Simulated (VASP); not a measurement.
# Ga2O3 (R-3c) in VASP: a series of runs

The runs below take Ga2O3 through relaxation of cell and atoms, with PBEsol, PBE.

Program: VASP 6.6.1. These are calculated values, not measurements. Logs are shortened: lines on timing, memory, paths and dates and some standing lists are left out, and cuts for length are marked.

**1. The cell of the first run**

Symmetry: R-3c, No. 167, trigonal system. The conventional cell has a = 5.058 Å, b = 5.058 Å, c = 13.623 Å, α = 90.00°, β = 90.00°, γ = 120.00°. Within 2.6 Å of Ga (site symmetry 3) lie 6 O at 1.95 to 2.10 Å. Within 2.9 Å of O (site symmetry 2) lie 4 Ga at 1.95 to 2.10 Å and 8 O at 2.66 to 2.88 Å.

**2. Relaxation of cell and atoms, PBEsol**

Contents of INCAR:

```
SYSTEM = Ga2O3
  ALGO = Normal
  EDIFF = 1E-6
  EDIFFG = -0.005
  ENCUT = 600
  GGA = PS
  IBRION = 2
  ISIF = 3
  ISMEAR = -1
  LASPH = .True.
  LCHARG = .False.
  LREAL = .False.
  LWAVE = .False.
  NELM = 80
  NSW = 80
  PREC = Accurate
  SIGMA = 0.02
```

Contents of KPOINTS:

```
k-points
0
Gamma
  6 6 6
  0 0 0
```

Contents of POSCAR:

```
Ga2O3
1.0
    2.5288850112      1.4600524420      4.5410089292
   -2.5288850112      1.4600524420      4.5410089292
    0.0000000000     -2.9201048839      4.5410089292
Ga O
4 6
Direct
    0.8558408841      0.8558408841      0.8558408841
    0.3558408841      0.3558408841      0.3558408841
    0.1441591159      0.1441591159      0.1441591159
    0.6441591159      0.6441591159      0.6441591159
    0.4468690112      0.0531309888      0.7500000000
    0.0531309888      0.7500000000      0.4468690112
    0.5531309888      0.9468690112      0.2500000000
    0.2500000000      0.5531309888      0.9468690112
    0.9468690112      0.2500000000      0.5531309888
    0.7500000000      0.4468690112      0.0531309888
```

Potentials or basis: VASP PAW PBE potentials, release 64 (Ga_d, O).

Command:

```
$ cat potpaw_PBE.64/Ga_d/POTCAR potpaw_PBE.64/O/POTCAR > POTCAR
$ mpirun -np 1 vasp_std > vasp.out
```

OUTCAR:

```text
SYSTEM = Ga2O3
   EDIFF = 1E-6
   EDIFFG = -0.005
   ENCUT = 600
   GGA = PS
   IBRION = 2
   ISIF = 3
   ISMEAR = -1
   LASPH = .True.
   LREAL = .False.
   NELM = 80
   NSW = 80
   PREC = Accurate

 ion  position               nearest neighbor table
   1  0.856  0.856  0.856-   7 1.95   8 1.95   9 1.95   6 2.10   5 2.10  10 2.10   4 2.88
   2  0.356  0.356  0.356-   5 1.95   6 1.95  10 1.95   8 2.10   7 2.10   9 2.10   3 2.88
   3  0.144  0.144  0.144-   5 1.95  10 1.95   6 1.95   9 2.10   7 2.10   8 2.10   2 2.88
   4  0.644  0.644  0.644-   7 1.95   9 1.95   8 1.95  10 2.10   5 2.10   6 2.10   1 2.88
   5  0.447  0.053  0.750-   2 1.95   3 1.95   1 2.10   4 2.10
   6  0.053  0.750  0.447-   2 1.95   3 1.95   1 2.10   4 2.10
   7  0.553  0.947  0.250-   1 1.95   4 1.95   3 2.10   2 2.10
   8  0.250  0.553  0.947-   1 1.95   4 1.95   2 2.10   3 2.10
   9  0.947  0.250  0.553-   4 1.95   1 1.95   3 2.10   2 2.10
  10  0.750  0.447  0.053-   3 1.95   2 1.95   4 2.10   1 2.10

  LATTYP: Found a trigonal (rhomboedric) cell.
 ALAT       =     5.3988679025
 COS(alpha) =     0.5611836937

  Lattice vectors:

 A1 = (   2.5288850112,   1.4600524420,   4.5410089292)
 A2 = (  -2.5288850112,   1.4600524420,   4.5410089292)
 A3 = (   0.0000000000,  -2.9201048839,   4.5410089292)

Analysis of symmetry for initial positions (statically):
=====================================================================
 Subroutine PRICEL returns:
 Original cell was already a primitive cell.

 Routine SETGRP: Setting up the symmetry group for a
 trigonal (rhombohedral) supercell.

 Subroutine GETGRP returns: Found 12 space group operations
 (whereof  6 operations were pure point group operations)
 out of a pool of 12 trial point group operations.

The static configuration has the point symmetry S_6 .
 The point group associated with its full space group is D_3d.

Analysis of symmetry for dynamics (positions and initial velocities):
=====================================================================
 Subroutine PRICEL returns:
 Original cell was already a primitive cell.

 Routine SETGRP: Setting up the symmetry group for a
 trigonal (rhombohedral) supercell.

 Subroutine GETGRP returns: Found 12 space group operations
 (whereof  6 operations were pure point group operations)
 out of a pool of 12 trial point group operations.

The dynamic configuration has the point symmetry S_6 .
 The point group associated with its full space group is D_3d.

 Subroutine INISYM returns: Found 12 space group operations
 (whereof  6 operations are pure point group operations),
 and found     1 'primitive' translations

----------------------------------------------------------------------------------------

                                     Primitive cell

  volume of cell :     100.6007

  direct lattice vectors                    reciprocal lattice vectors
     2.528885011  1.460052442  4.541008929     0.197715593  0.114151151  0.073405126
    -2.528885011  1.460052442  4.541008929    -0.197715593  0.114151151  0.073405126
     0.000000000 -2.920104884  4.541008929     0.000000000 -0.228302302  0.073405126

  length of vectors
     5.398867902  5.398867902  5.398867902     0.239812955  0.239812955  0.239812955

  position of ions in fractional coordinates (direct lattice)
     0.855840884  0.855840884  0.855840884
     0.355840884  0.355840884  0.355840884
     0.144159116  0.144159116  0.144159116
     0.644159116  0.644159116  0.644159116
     0.446869011  0.053130989  0.750000000
     0.053130989  0.750000000  0.446869011
     0.553130989  0.946869011  0.250000000
     0.250000000  0.553130989  0.946869011
     0.946869011  0.250000000  0.553130989
     0.750000000  0.446869011  0.053130989

  ion indices of the primitive-cell ions
   primitive index   ion index
                 1           1
                 2           2
                 3           3
                 4           4
                 5           5
                 6           6
                 7           7
                 8           8
                 9           9
                10          10

----------------------------------------------------------------------------------------

 KPOINTS: k-points

Automatic generation of k-mesh.
 Grid dimensions read from file:
 generate k-points for:    6    6    6

 Generating k-lattice:

  Cartesian coordinates                     Fractional coordinates (reciprocal lattice)
     0.032952599  0.019025192  0.012234188     0.166666667  0.000000000  0.000000000
    -0.032952599  0.019025192  0.012234188     0.000000000  0.166666667  0.000000000
     0.000000000 -0.038050384  0.012234188     0.000000000  0.000000000  0.166666667

  Length of vectors
     0.039968826  0.039968826  0.039968826

  Shift w.r.t. Gamma in fractional coordinates (k-lattice)
     0.000000000  0.000000000  0.000000000

 Subroutine IBZKPT returns following result:
 ===========================================

 Found     32 irreducible k-points:

 Following reciprocal coordinates:
            Coordinates               Weight
  0.000000  0.000000  0.000000      1.000000
  0.166667  0.000000 -0.000000      6.000000
  0.333333 -0.000000 -0.000000      6.000000
  0.500000 -0.000000  0.000000      3.000000
  0.166667  0.166667 -0.000000      6.000000
  0.333333  0.166667  0.000000     12.000000
[... 16 lines left out ...]
  0.500000  0.500000  0.166667      6.000000
 -0.333333  0.500000  0.166667     12.000000
 [... further k-points ...]
   k-points           NKPTS =     32   k-points in BZ     NKDIM =     32   number of bands    NBANDS=     52
   number of dos      NEDOS =    301   number of ions     NIONS =     10
   total plane-waves  NPLWV = 110592
   dimension x,y,z NGX =    48 NGY =   48 NGZ =   48
   dimension x,y,z NGXF=    96 NGYF=   96 NGZF=   96
   ions per type =               4   6
   NGX,Y,Z   is equivalent  to a cutoff of  14.78, 14.78, 14.78 a.u.
   NGXF,Y,Z  is equivalent  to a cutoff of  29.56, 29.56, 29.56 a.u.
 SYSTEM =  Ga2O3
   PREC   = accura    normal or accurate (medium, high low for compatibility)
   ISTART =      0    job   : 0-new  1-cont  2-samecut
   ICHARG =      2    charge: 1-file 2-atom 10-const
   ISPIN  =      1    spin polarized calculation?
   LNONCOLLINEAR =      F non collinear calculations
   LSORBIT =      F    spin-orbit coupling
   LASPH  =      T    aspherical Exc in radial PAW
   ENCUT  =  600.0 eV  44.10 Ry    6.64 a.u.  10.78 10.78 10.78*2*pi/ulx,y,z
   NELM   =     80;   NELMIN=  2; NELMDL= -5     # of ELM steps
   EDIFF  = 0.1E-05   stopping-criterion for ELM
   LREAL  =      F    real-space projection
   EDIFFG = -.5E-02   stopping-criterion for IOM
   NSW    =     80    number of steps for IOM
   IBRION =      2    ionic relax: 0-MD 1-quasi-New 2-CG
   NFREE  =      1    steps in history (QN), initial steepest desc. (CG)
   ISIF   =      3    stress and relaxation
   ISYM   =      2    0-nonsym 1-usesym 2-fastsym
   POTIM  = 0.5000    time-step for ionic-motion
   TEBEG  =    0.0;   TEEND  =   0.0 temperature during run
   PSTRESS=    0.0 pullay stress
   NELECT =      88.0000    total number of electrons
   NUPDOWN=      -1.0000    fix difference up-down
   EMIN   =  10.00;   EMAX   =-10.00  energy-range for DOS
   EFERMI =   0.00;   METHOD = LEGACY
   ISMEAR =    -1;   SIGMA  =   0.02  broadening in eV -4-tet -1-fermi 0-gaus
   EFERMI_NEDOS =   21; number of points for ismear=-14 and -15
   IALGO  =     38    algorithm
   IMIX   =      4    mixing-type and parameters
     AMIX     =   0.40;   BMIX     =  1.00
     AMIX_MAG =   1.60;   BMIX_MAG =  1.00
  volume/ion in A,a.u.               =      10.06        67.89
  Fermi-wavevector in a.u.,A,eV,Ry     =   1.565676  2.958699 33.352541  2.451343
  Thomas-Fermi vector in A             =   2.668117
   LORBIT       =      0    0 simple, 1 ext, 2 COOP (PROOUT), +10 PAW based schemes
   GGA     = PS    functional components
   LHFCALC =     F    Hartree Fock is set to
   AEXX    =    0.0000 exact exchange contribution
   IVDW    =     0    specifies the selected vdW correction
   LEPSILON=     F    determine dielectric tensor
   LRPA    =     F    only Hartree local field effects (RPA)
 conjugate gradient relaxation of ions
 non-spin polarized calculation
  energy-cutoff  :      600.00
  volume of cell :      100.60
 maximum number of plane-waves:      3378
 NGX is ok and might be reduce to    48
   NGX = 21   NGY = 21   NGZ = 21

--------------------------------------- Ionic step        1  -------------------------------------------

 number of electron      88.0000001 magnetization

 Free energy of the ion-electron system (eV)
  ---------------------------------------------------
  ext. energy  EPLUGINS =         0.00000000
  ---------------------------------------------------
  free energy    TOTEN  =       -63.75765351 eV

  energy without entropy =      -63.75765351  energy(sigma->0) =      -63.75765351

------------------------ aborting loop because EDIFF is reached ----------------------------------------

  FORCE on cell =-STRESS in cart. coord.  units (eV):
  Direction    XX          YY          ZZ          XY          YZ          ZX
  --------------------------------------------------------------------------------------
  -------------------------------------------------------------------------------------
  Total       -4.3873661     -4.3873661     -4.1249041      0.0000000     -0.0000000      0.0000000
  in kB      -69.8736315    -69.8736315    -65.6936356      0.0000000     -0.0000000      0.0000000
  external PRESSURE =     -68.4802996 kB  Pullay stress =       0.0000000 kB
[... 337 lines left out ...]
  energy  without entropy=      -63.8329463916  energy(sigma->0) =      -63.83294639

--------------------------------------- Ionic step        9  -------------------------------------------

 number of electron      87.9999991 magnetization

 Free energy of the ion-electron system (eV)
  ---------------------------------------------------
  ext. energy  EPLUGINS =         0.00000000
  ---------------------------------------------------
  free energy    TOTEN  =       -63.83296333 eV

  energy without entropy =      -63.83296333  energy(sigma->0) =      -63.83296333

 E-fermi :   4.8346     XC(G=0): -12.4256

 val. band max:        4.3285532965   @ k =  -0.1667   0.1667   0.0000
 cond. band min:       7.0132922955   @ k =   0.0000   0.0000   0.0000
 fundamental gap:      2.6847389990
 Fermi energy:         4.8345826918

 k-point     1 :       0.0000    0.0000    0.0000
  band No.  band energies     occupation
      1     -14.5948      2.00000
      2     -12.5568      2.00000
      3     -12.5568      2.00000
      4     -12.5365      2.00000
      5     -12.5140      2.00000
      6     -12.5140      2.00000
[... 1309 lines left out ...]
     51      14.1208      0.00000
     52      14.9749      0.00000

 [... further k-points ...]

------------------------ aborting loop because EDIFF is reached ----------------------------------------

  FORCE on cell =-STRESS in cart. coord.  units (eV):
  Direction    XX          YY          ZZ          XY          YZ          ZX
  --------------------------------------------------------------------------------------
  -------------------------------------------------------------------------------------
  Total        0.0339829      0.0339829     -0.0016898     -0.0000000     -0.0000000      0.0000000
  in kB        0.5600306      0.5600306     -0.0278480     -0.0000000     -0.0000000      0.0000000
  external PRESSURE =       0.3640711 kB  Pullay stress =       0.0000000 kB
[... 25 lines left out ...]
  FREE ENERGIE OF THE ION-ELECTRON SYSTEM (eV)
  ---------------------------------------------------
  free  energy   TOTEN  =       -63.8329633313 eV

  energy  without entropy=      -63.8329633313  energy(sigma->0) =      -63.83296333

 reached required accuracy - stopping structural energy minimisation
```

Wall time 12 min (1 thread of AMD EPYC 9R45 (Zen 5), shared host); peak memory 0.38 GiB.

Results:

```
Free energy                           : -63.8330 eV
Relaxed volume                        : 9.72 Å³/atom
Relaxed cell                          : a = 5.334 Å, b = 5.334 Å, c = 5.334 Å, α = 55.93°, β = 55.93°, γ = 55.93°
Space group after relaxing (to 0.1 Å) : R-3c (No. 167)
Energy gained by relaxing             : 7.5 meV/atom
Ionic steps                           : 9
Pressure after relaxing               : 0.0 GPa
Largest force after relaxing          : 0.004 eV/Å
Band gap on the k mesh                : 2.68 eV (least direct gap 2.94 eV)
```

Forces on the atoms (eV/Å):
```
Ga   0.000  0.000  0.004
Ga   0.000  0.000  0.004
Ga   0.000  0.000 -0.004
Ga   0.000  0.000 -0.004
O    0.002  0.000  0.000
O   -0.001 -0.002  0.000
O   -0.002  0.000  0.000
O    0.001 -0.002  0.000
O    0.001  0.002  0.000
O   -0.001  0.002  0.000
```

Step by step:
```csv
step,energy change (eV),largest force (eV/Å),pressure (GPa),volume (Å³)
1,0.0000,0.0270,-6.85,100.60
2,-0.0175,0.0053,6.81,94.47
3,-0.0750,0.0113,-0.06,97.25
4,-0.0749,0.0110,0.20,97.18
5,-0.0752,0.0098,-0.26,97.34
6,-0.0752,0.0055,-0.15,97.30
7,-0.0753,0.0106,0.04,97.22
8,-0.0753,0.0115,0.01,97.22
9,-0.0753,0.0035,0.04,97.22
```

Final structure:
```
Ga O
1.0
     2.50164    1.44432    4.48456
    -2.50164    1.44432    4.48456
     0.00000   -2.88864    4.48456
Ga O
4 6
Direct
  0.85585 0.85585 0.85585
  0.35585 0.35585 0.35585
  0.14415 0.14415 0.14415
  0.64415 0.64415 0.64415
  0.44713 0.05287 0.75000
  0.05287 0.75000 0.44713
  0.55287 0.94713 0.25000
  0.25000 0.55287 0.94713
  0.94713 0.25000 0.55287
  0.75000 0.44713 0.05287
```

Levels at points of the mesh, in eV from the valence-band top:
| k point | band 40 | band 41 | band 42 | band 43 | band 44 | band 45 | band 46 | band 47 | band 48 | band 49 |
| --- | --- | --- | --- | --- | --- | --- | --- | --- | --- | --- |
| (0.00, 0.00, 0.00) | -0.33 | -0.32 | -0.32 | -0.26 | -0.26 | 2.68 | 6.56 | 6.65 | 8.75 | 10.01 |
| (0.50, 0.00, 0.00) | -1.21 | -0.99 | -0.99 | -0.15 | -0.15 | 6.29 | 6.29 | 6.60 | 6.60 | 9.72 |
| (0.50, 0.50, 0.00) | -1.04 | -0.87 | -0.70 | -0.25 | -0.15 | 6.43 | 6.64 | 7.45 | 7.60 | 8.58 |
| (0.50, 0.50, 0.50) | -1.49 | -0.31 | -0.31 | -0.31 | -0.31 | 5.75 | 5.75 | 7.72 | 7.72 | 9.28 |

Caveat: the PAW data sets were made with another functional, which shifts forces and pressure a little.

[end of part 1 of 2]
